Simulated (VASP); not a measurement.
# SnO in VASP: single point with PBE+D3(BJ)

Aim: the single point of SnO with PBE+D3(BJ).

Program: VASP 6.6.1. These are calculated values, not measurements. Logs are shortened: lines on timing, memory, paths and dates and some standing lists are left out, and cuts for length are marked.

## 1. The cell of the first run

The cell holds a slab with vacuum, 8 atoms: a = 3.821 Å, b = 3.821 Å, c = 22.228 Å, α = 90.00°, β = 90.00°, γ = 90.00°.

## 2. Single point, PBE+D3(BJ) (layers slid over each other)

INCAR

```
SYSTEM = SnO
PREC = Accurate
ENCUT = 520
EDIFF = 1E-6
ISMEAR = 0
SIGMA = 0.05
LREAL = .False.
LASPH = .True.
NELM = 100
ALGO = Normal
ISIF = 2
LWAVE = .False.
LCHARG = .False.
LDIPOL = .True.
IDIPOL = 3
DIPOL = 0.5 0.5 0.404
GGA = PE
IVDW = 12
NBANDS = 50
```

KPOINTS

```
regular mesh
0
Gamma
  7 7 1
  0 0 0
```

POSCAR

```
SnO
1.0
    3.8205591572     -0.0000144285      0.0000000000
    0.0000145032      3.8205591572      0.0000000000
    0.0000000000      0.0000000000     22.2281056610
Sn O
4 4
Direct
    0.7499972356      0.2500027644      0.2024464014
    0.2499972356      0.7500027644      0.3088006209
    0.7499972356      1.2500027644      0.5000000000
    1.2499972356      0.7500027644      0.6063542196
    0.2499972356      0.2500027644      0.2556235111
    0.7499972356      0.7500027644      0.2556235111
    1.2499972356      1.2500027644      0.5531771098
    0.7499972356      0.7500027644      0.5531771098
```

Potentials or basis: VASP PAW PBE potentials, release 64 (Sn_d, O).

Command:

```sh
$ cat potpaw_PBE.64/Sn_d/POTCAR potpaw_PBE.64/O/POTCAR > POTCAR
$ mpirun -np 1 vasp_std > vasp.out
```

OUTCAR:

```text
SYSTEM = SnO
   PREC = Accurate
   ENCUT = 520
   EDIFF = 1E-6
   ISMEAR = 0
   LREAL = .False.
   LASPH = .True.
   NELM = 100
   ISIF = 2
   GGA = PE
   IVDW = 12
 IVDW          = 12

 ion  position               nearest neighbor table
   1  0.750  0.250  0.202-   5 2.25   5 2.25   6 2.25   6 2.25   2 3.59   2 3.59   2 3.59   2 3.59

   2  0.250  0.750  0.309-   6 2.25   6 2.25   5 2.25   5 2.25   1 3.59   1 3.59   1 3.59   1 3.59

   3  0.750  0.250  0.500-   7 2.25   7 2.25   8 2.25   8 2.25   4 3.59   4 3.59   4 3.59   4 3.59

   4  0.250  0.750  0.606-   8 2.25   8 2.25   7 2.25   7 2.25   3 3.59   3 3.59   3 3.59   3 3.59

   5  0.250  0.250  0.256-   1 2.25   1 2.25   2 2.25   2 2.25
   6  0.750  0.750  0.256-   1 2.25   1 2.25   2 2.25   2 2.25
   7  0.250  0.250  0.553-   3 2.25   3 2.25   4 2.25   4 2.25
   8  0.750  0.750  0.553-   4 2.25   4 2.25   3 2.25   3 2.25

  LATTYP: Found a simple tetragonal cell.
 ALAT       =     3.8205591572
 C/A-ratio  =     5.8180242070

  Lattice vectors:

 A1 = (   3.8205591572,  -0.0000144285,   0.0000000000)
 A2 = (   0.0000145032,   3.8205591572,   0.0000000000)
 A3 = (   0.0000000000,   0.0000000000,  22.2281056610)

Analysis of symmetry for initial positions (statically):
=====================================================================
 Subroutine PRICEL returns:
 Original cell was already a primitive cell.

 Routine SETGRP: Setting up the symmetry group for a
 simple tetragonal supercell.

 Subroutine GETGRP returns: Found 16 space group operations
 (whereof  2 operations were pure point group operations)
 out of a pool of 16 trial point group operations.

The static configuration has the point symmetry C_1h.
 The point group associated with its full space group is D_4h.

Analysis of symmetry for dynamics (positions and initial velocities):
=====================================================================
 Subroutine PRICEL returns:
 Original cell was already a primitive cell.

 Routine SETGRP: Setting up the symmetry group for a
 simple tetragonal supercell.

 Subroutine GETGRP returns: Found 16 space group operations
 (whereof  2 operations were pure point group operations)
 out of a pool of 16 trial point group operations.

The dynamic configuration has the point symmetry C_1h.
 The point group associated with its full space group is D_4h.

 Subroutine INISYM returns: Found 16 space group operations
 (whereof  2 operations are pure point group operations),
 and found     1 'primitive' translations

----------------------------------------------------------------------------------------

                                     Primitive cell

  volume of cell :     324.4564

  direct lattice vectors                    reciprocal lattice vectors
     3.820559157 -0.000014428  0.000000000     0.261741792 -0.000000994  0.000000000
     0.000014503  3.820559157  0.000000000     0.000000988  0.261741792  0.000000000
     0.000000000  0.000000000 22.228105661     0.000000000  0.000000000  0.044988089

  length of vectors
     3.820559157  3.820559157 22.228105661     0.261741792  0.261741792  0.044988089

  position of ions in fractional coordinates (direct lattice)
     0.749997236  0.250002764  0.202446401
     0.249997236  0.750002764  0.308800621
     0.749997236  0.250002764  0.500000000
     0.249997236  0.750002764  0.606354220
     0.249997236  0.250002764  0.255623511
     0.749997236  0.750002764  0.255623511
     0.249997236  0.250002764  0.553177110
     0.749997236  0.750002764  0.553177110

  ion indices of the primitive-cell ions
   primitive index   ion index
                 1           1
                 2           2
                 3           3
                 4           4
                 5           5
                 6           6
                 7           7
                 8           8

----------------------------------------------------------------------------------------

 KPOINTS: regular mesh

Automatic generation of k-mesh.
 Grid dimensions read from file:
 generate k-points for:    7    7    1

 Generating k-lattice:

  Cartesian coordinates                     Fractional coordinates (reciprocal lattice)
     0.037391685 -0.000000142  0.000000000     0.142857143  0.000000000  0.000000000
     0.000000141  0.037391685  0.000000000    -0.000000000  0.142857143  0.000000000
     0.000000000  0.000000000  0.044988089     0.000000000  0.000000000  1.000000000

  Length of vectors
     0.037391685  0.037391685  0.044988089

  Shift w.r.t. Gamma in fractional coordinates (k-lattice)
     0.000000000  0.000000000  0.000000000

 Subroutine IBZKPT returns following result:
 ===========================================

 Found     10 irreducible k-points:

 Following reciprocal coordinates:
            Coordinates               Weight
  0.000000  0.000000  0.000000      1.000000
  0.142857  0.000000  0.000000      4.000000
  0.285714  0.000000  0.000000      4.000000
  0.428571  0.000000  0.000000      4.000000
  0.142857  0.142857  0.000000      4.000000
  0.285714  0.142857  0.000000      8.000000
  0.428571  0.142857  0.000000      8.000000
  0.285714  0.285714  0.000000      4.000000
  0.428571  0.285714  0.000000      8.000000
  0.428571  0.428571  0.000000      4.000000
   k-points           NKPTS =     10   k-points in BZ     NKDIM =     10   number of bands    NBANDS=     50
   number of dos      NEDOS =    301   number of ions     NIONS =      8
   total plane-waves  NPLWV = 131712
   dimension x,y,z NGX =    28 NGY =   28 NGZ =  168
   dimension x,y,z NGXF=    56 NGYF=   56 NGZF=  336
   ions per type =               4   4
   NGX,Y,Z   is equivalent  to a cutoff of  12.18, 12.18, 12.56 a.u.
   NGXF,Y,Z  is equivalent  to a cutoff of  24.37, 24.37, 25.13 a.u.
 SYSTEM =  SnO
   PREC   = accura    normal or accurate (medium, high low for compatibility)
   ISTART =      0    job   : 0-new  1-cont  2-samecut
   ICHARG =      2    charge: 1-file 2-atom 10-const
   ISPIN  =      1    spin polarized calculation?
   LNONCOLLINEAR =      F non collinear calculations
   LSORBIT =      F    spin-orbit coupling
   LASPH  =      T    aspherical Exc in radial PAW
   ENCUT  =  520.0 eV  38.22 Ry    6.18 a.u.   7.10  7.10 41.33*2*pi/ulx,y,z
   NELM   =    100;   NELMIN=  2; NELMDL= -5     # of ELM steps
   EDIFF  = 0.1E-05   stopping-criterion for ELM
   LREAL  =      F    real-space projection
[... 7 lines left out ...]
   TEBEG  =    0.0;   TEEND  =   0.0 temperature during run
   PSTRESS=    0.0 pullay stress
   NELECT =      80.0000    total number of electrons
   NUPDOWN=      -1.0000    fix difference up-down
   EMIN   =  10.00;   EMAX   =-10.00  energy-range for DOS
   EFERMI =   0.00;   METHOD = LEGACY
   ISMEAR =     0;   SIGMA  =   0.05  broadening in eV -4-tet -1-fermi 0-gaus
   EFERMI_NEDOS =   21; number of points for ismear=-14 and -15
   IALGO  =     38    algorithm
   IMIX   =      4    mixing-type and parameters
     AMIX     =   0.40;   BMIX     =  1.00
     AMIX_MAG =   1.60;   BMIX_MAG =  1.00
  volume/ion in A,a.u.               =      40.56       273.69
  Fermi-wavevector in a.u.,A,eV,Ry     =   1.026564  1.939925 14.338279  1.053834
  Thomas-Fermi vector in A             =   2.160463
   LORBIT       =      0    0 simple, 1 ext, 2 COOP (PROOUT), +10 PAW based schemes
   GGA     = PE    functional components
   LHFCALC =     F    Hartree Fock is set to
   AEXX    =    0.0000 exact exchange contribution
   IVDW    =    12    specifies the selected vdW correction
   LEPSILON=     F    determine dielectric tensor
   LRPA    =     F    only Hartree local field effects (RPA)
 non-spin polarized calculation
 Gauss-broadening in eV      SIGMA  =   0.05
  energy-cutoff  :      520.00
  volume of cell :      324.46
 maximum number of plane-waves:      8769
   NGX = 15   NGY = 15   NGZ = 83

 dipolmoment           0.000000      0.000000      0.000078 electrons x Angstroem

 number of electron      79.9999970 magnetization

 dipolmoment           0.000000      0.000000     -0.000010 electrons x Angstroem

 Free energy of the ion-electron system (eV)
  ---------------------------------------------------
  ext. energy  EPLUGINS =         0.00000000
  ---------------------------------------------------
  free energy    TOTEN  =       -45.19551096 eV

  energy without entropy =      -45.19551096  energy(sigma->0) =      -45.19551096

 E-fermi :   0.0261     XC(G=0):  -5.3368

 val. band max:       -0.2568243280   @ k =   0.1429   0.1429   0.0000
 cond. band min:       2.3262065388   @ k =   0.0000   0.0000   0.0000
 fundamental gap:      2.5830308668
 Fermi energy:         0.0260921981

 k-point     1 :       0.0000    0.0000    0.0000
  band No.  band energies     occupation
      1     -21.0631      2.00000
      2     -21.0630      2.00000
      3     -20.7038      2.00000
      4     -20.7037      2.00000
      5     -20.6656      2.00000
      6     -20.6656      2.00000
[... 42 lines left out ...]
     49       5.2209      0.00000
     50       5.2209      0.00000

 k-point     2 :       0.1429    0.0000    0.0000
  band No.  band energies     occupation
      1     -21.0541      2.00000
      2     -21.0540      2.00000
      3     -20.7043      2.00000
      4     -20.7042      2.00000
      5     -20.6674      2.00000
      6     -20.6672      2.00000
[... 42 lines left out ...]
     49       5.3960      0.00000
     50       5.4547      0.00000

 k-point     3 :       0.2857    0.0000    0.0000
  band No.  band energies     occupation
      1     -21.0291      2.00000
      2     -21.0291      2.00000
      3     -20.7999      2.00000
      4     -20.7997      2.00000
      5     -20.6717      2.00000
      6     -20.6717      2.00000
[... 42 lines left out ...]
     49       5.5953      0.00000
     50       5.7380      0.00000

 k-point     4 :       0.4286    0.0000    0.0000
  band No.  band energies     occupation
      1     -20.9853      2.00000
      2     -20.9852      2.00000
      3     -20.9106      2.00000
      4     -20.9104      2.00000
      5     -20.6748      2.00000
      6     -20.6747      2.00000
[... 42 lines left out ...]
     49       6.4391      0.00000
     50       6.5323      0.00000

 k-point     5 :       0.1429    0.1429    0.0000
  band No.  band energies     occupation
      1     -21.0465      2.00000
      2     -21.0464      2.00000
      3     -20.7157      2.00000
      4     -20.7156      2.00000
      5     -20.6911      2.00000
      6     -20.6910      2.00000
[... 42 lines left out ...]
     49       5.2505      0.00000
     50       5.5575      0.00000

 k-point     6 :       0.2857    0.1429    0.0000
  band No.  band energies     occupation
      1     -21.0256      2.00000
      2     -21.0255      2.00000
      3     -20.8235      2.00000
      4     -20.8235      2.00000
      5     -20.6737      2.00000
      6     -20.6736      2.00000
[... 42 lines left out ...]
     49       5.3693      0.00000
     50       5.5643      0.00000

 k-point     7 :       0.4286    0.1429    0.0000
  band No.  band energies     occupation
      1     -20.9883      2.00000
      2     -20.9883      2.00000
      3     -20.9226      2.00000
      4     -20.9226      2.00000
      5     -20.6731      2.00000
      6     -20.6730      2.00000
[... 42 lines left out ...]
     49       5.9706      0.00000
     50       6.0441      0.00000

 k-point     8 :       0.2857    0.2857    0.0000
  band No.  band energies     occupation
      1     -21.0169      2.00000
      2     -21.0167      2.00000
      3     -20.8890      2.00000
      4     -20.8889      2.00000
      5     -20.6660      2.00000
      6     -20.6659      2.00000
[... 42 lines left out ...]
     49       5.3098      0.00000
     50       5.5974      0.00000

 k-point     9 :       0.4286    0.2857    0.0000
  band No.  band energies     occupation
      1     -20.9980      2.00000
      2     -20.9978      2.00000
      3     -20.9560      2.00000
      4     -20.9558      2.00000
      5     -20.6686      2.00000
      6     -20.6686      2.00000
[... 42 lines left out ...]
     49       5.8004      0.00000
     50       6.0983      0.00000

 k-point    10 :       0.4286    0.4286    0.0000
  band No.  band energies     occupation
      1     -21.0038      2.00000
      2     -21.0035      2.00000
      3     -20.9899      2.00000
      4     -20.9896      2.00000
      5     -20.6704      2.00000
      6     -20.6703      2.00000
[... 42 lines left out ...]
     49       5.9271      0.00000
     50       6.0938      0.00000

------------------------ aborting loop because EDIFF is reached ----------------------------------------

 vacuum level on the upper side and lower side of the slab       (xc-potential included)        -0.184        -0.182

 Edisp (eV)   -1.23495

 E8    (eV) :    -0.5465

  FORCE on cell =-STRESS in cart. coord.  units (eV):
  Direction    XX          YY          ZZ          XY          YZ          ZX
  --------------------------------------------------------------------------------------
  -------------------------------------------------------------------------------------
  Total       0.06795     0.06795    -0.44096     0.00000    -0.00000     0.00000
  in kB       0.33552     0.33552    -2.17747     0.00000    -0.00000     0.00000
  external pressure =       -0.50 kB  Pullay stress =        0.00 kB

 VOLUME and BASIS-vectors are now :
 -----------------------------------------------------------------------------
  energy-cutoff  :      520.00
  volume of cell :      324.46
      direct lattice vectors                 reciprocal lattice vectors
     3.820559157 -0.000014428  0.000000000     0.261741792 -0.000000994  0.000000000
     0.000014503  3.820559157  0.000000000     0.000000988  0.261741792  0.000000000
     0.000000000  0.000000000 22.228105661     0.000000000  0.000000000  0.044988089

 POSITION                                       TOTAL-FORCE (eV/Angst)
 -----------------------------------------------------------------------------------
      2.86541      0.95514      4.50000         0.000000      0.000000     -0.067918
      0.95514      2.86543      6.86405         0.000000      0.000000      0.173987
      2.86541      0.95514     11.11405        -0.000000     -0.000000     -0.173987
      0.95514      2.86543     13.47811        -0.000000     -0.000000      0.067918
      0.95513      0.95515      5.68203        -0.000000      0.000000      0.011483
      2.86542      2.86542      5.68203        -0.000000     -0.000000      0.011483
      0.95513      0.95515     12.29608         0.000000      0.000000     -0.011483
      2.86542      2.86542     12.29608        -0.000000     -0.000000     -0.011483
 -----------------------------------------------------------------------------------
    total drift:                               -0.000000      0.000000     -0.000508

  FREE ENERGIE OF THE ION-ELECTRON SYSTEM (eV)
  ---------------------------------------------------
  free  energy   TOTEN  =       -46.4304643971 eV

  energy  without entropy=      -46.4304643971  energy(sigma->0) =      -46.43046440

 vacuum level on the upper side and lower side of the slab         4.773         4.777
```

Run time: 4.1 min. Hardware: 1 thread of AMD EPYC 7R13 (Zen 3), shared host; peak memory 0.36 GiB.

What came out:

- Free energy: -46.4305 eV
- Largest force: 0.174 eV/Å
- Band gap on the k mesh: 2.58 eV (least direct gap 2.60 eV)
- Dispersion energy per atom: -0.154 eV

Forces on the atoms (eV/Å):
```
Sn   0.000  0.000 -0.068
Sn   0.000  0.000  0.174
Sn   0.000  0.000 -0.174
Sn   0.000  0.000  0.068
O    0.000  0.000  0.011
O    0.000  0.000  0.011
O    0.000  0.000 -0.011
O    0.000  0.000 -0.011
```

Levels at points of the mesh, in eV from the valence-band top:
| k point | band 38 | band 39 | band 40 | band 41 | band 42 | band 43 |
| --- | --- | --- | --- | --- | --- | --- |
| (0.00, 0.00, 0.00) | -1.90 | -0.52 | -0.02 | 2.58 | 2.91 | 2.92 |

Caveat: the cell differs from its parent crystal (layers slid over each other); spin-orbit coupling is left out, which moves the levels of the heavy elements.
